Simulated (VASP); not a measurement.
A run of VASP 6.6.1 is set up as follows.

File INCAR:

```
SYSTEM = AgBr
PREC = Accurate ; ENCUT = 500
EDIFF = 1E-6 ; ISMEAR = 0
SIGMA = 0.02 ; LREAL = .False.
LASPH = .True. ; NELM = 120
ALGO = Normal ; ISIF = 2
LWAVE = .False. ; LCHARG = .False.
GGA = PS ; NBANDS = 16
GGA_COMPAT = .False.
```

File KPOINTS:

```
Automatic mesh
0
Gamma
  10 10 10
  0 0 0
```

The input POSCAR:

```
AgBr
1.0
    0.0000000000      2.8376848564      2.8376848564
    2.8376848564      0.0000000000      2.8376848564
    2.8376848564      2.8376848564      0.0000000000
Ag Br
1 1
Direct
    0.0000000000      0.0000000000      0.0000000000
    0.5000000000      0.5000000000      0.5000000000
```

Potentials or basis: VASP PAW PBE potentials, release 64 (Ag, Br).

The run is started by

```console
$ cat potpaw_PBE.64/Ag/POTCAR potpaw_PBE.64/Br/POTCAR > POTCAR
$ mpirun -np 1 vasp_std > vasp.out
```

Question: What does it give for the pressure?

Answer: -0.1 GPa.

Question: What does it give for the band gap on the k mesh?

Answer: 0.50 eV (least direct gap 2.57 eV).

Caveat: semilocal functionals underestimate gaps, and a narrow one can read as zero; the PAW data sets were made with another functional, which shifts forces and pressure a little. A k mesh can miss the band edges.
